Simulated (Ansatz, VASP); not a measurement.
# TiRh3: VASP beside Ansatz

INCAR

```
PREC = Accurate
ENCUT = 520
EDIFF = 1E-6
ISMEAR = -1
SIGMA = 0.03
LREAL = False
LASPH = True
NELM = 80
ALGO = Normal
ISIF = 2
LWAVE = False
LCHARG = False
NBANDS = 36
```

File KPOINTS:

```
regular mesh
0
Gamma
  10 10 10
```

File POSCAR:

```
TiRh3
1.0
    3.8220000000      0.0000000000      0.0000000000
    0.0000000000      3.8220000000      0.0000000000
    0.0000000000      0.0000000000      3.7837800000
Ti Rh
1 3
Direct
    0.0000000000      0.0000000000      0.0000000000
    0.0000000000      0.5000000000      0.5000000000
    0.5000000000      0.0000000000      0.5000000000
    0.5000000000      0.5000000000      0.0000000000
```

Input for Ansatz:

```yaml
crystal:
  lattice:
    - [3.822, 0.0, 0.0]
    - [0.0, 3.822, 0.0]
    - [0.0, 0.0, 3.78378]
  atoms:
    - { symbol: Ti, position: [0.0, 0.0, 0.0] }
    - { symbol: Rh, position: [0.0, 0.5, 0.5] }
    - { symbol: Rh, position: [0.5, 0.0, 0.5] }
    - { symbol: Rh, position: [0.5, 0.5, 0.0] }
kpoints:
  mp_grid: { grid: [10, 10, 10] }
  band_path:
    path:
      - [0.0, 0.0, 0.0]
      - [0.0, 0.5, 0.0]
      - [0.5, 0.5, 0.0]
      - [0.0, 0.0, 0.0]
      - [0.0, 0.0, 0.5]
      - [0.0, 0.5, 0.5]
      - [0.5, 0.5, 0.5]
      - [0.0, 0.0, 0.5]
      - [0.0, 0.5, 0.0]
    npoints: 5
scf:
  occupations: { method: fermi_dirac, width: 0.03 }
hamiltonian:
  xc: lda
  pseudopotentials: { kind: all_electron, lapw: { basis_error: 0.001 } }
output:
  forces: true
  stress: true
  eigenvalues: true
```

Change from the starting cell: zz strain of -1 %.

Alike in both runs: task single point; functional LDA; k mesh 10 × 10 × 10; occupations fermi-dirac, width 0.03 eV; no spin polarisation.

|  | VASP | Ansatz |
| --- | --- | --- |
| version | VASP 6.6.1 | Ansatz 0.2.0 |
| potentials or method | VASP PAW LDA potentials, release 64 (Ti_sv, Rh_pv), cutoff 520 eV | all-electron LAPW, scalar-relativistic |

|  | VASP | Ansatz | Ansatz less VASP |
| --- | --- | --- | --- |
| pressure (GPa) | -7.2 | -7.9 | -0.70 |
| traceless stress, the component that is largest in VASP (GPa) | 1.27 | 1.28 | +0.003 |

LDA's correlation is that of Perdew and Zunger in VASP and of Perdew and Wang (1992) in Ansatz. Ansatz ran all-electron here, and VASP with PAW potentials.
